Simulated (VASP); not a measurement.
# SnTe: single point with LDA

Crystal: SnTe.

```
Sn Te
1.0
     0.00000    3.09206    3.09206
     3.09206    0.00000    3.09206
     3.09206    3.09206    0.00000
Sn Te
1 1
Direct
  0.00000 0.00000 0.00000
  0.50000 0.50000 0.50000
```

This cell differs from its parent crystal: volume scaled by 0.94.

- Program: VASP 6.6.1
- Task: single point
- Functional: LDA
- Potentials or basis: VASP PAW LDA potentials, release 64 (Sn_d, Te)
- Cutoff: 520 eV
- k mesh: 11 × 11 × 11
- Occupations: fermi-dirac, width 0.08 eV
- Spin: no spin polarisation

| Item | Value |
| --- | --- |
| Pressure | 1.4 GPa |

Levels at points of the mesh, in eV from the Fermi level:
```
           k point  band 7  band 8  band 9  band 10  band 11  band 12  band 13  band 14
(0.00, 0.00, 0.00)   -4.56   -2.28   -2.28    -2.28     3.41     3.41     3.41     4.68
```

Wall time 42 s on 1 thread of Intel(R) Xeon(R) Platinum 8259CL CPU @ 2.50GHz (Skylake/Cascade Lake) (shared host), peak memory 0.2 GiB.

Caveat: this odd mesh misses L, where the gap lies, so gap, dielectric constants and Born charges aren't listed; spin-orbit coupling is left out, which moves the levels of the heavy elements.
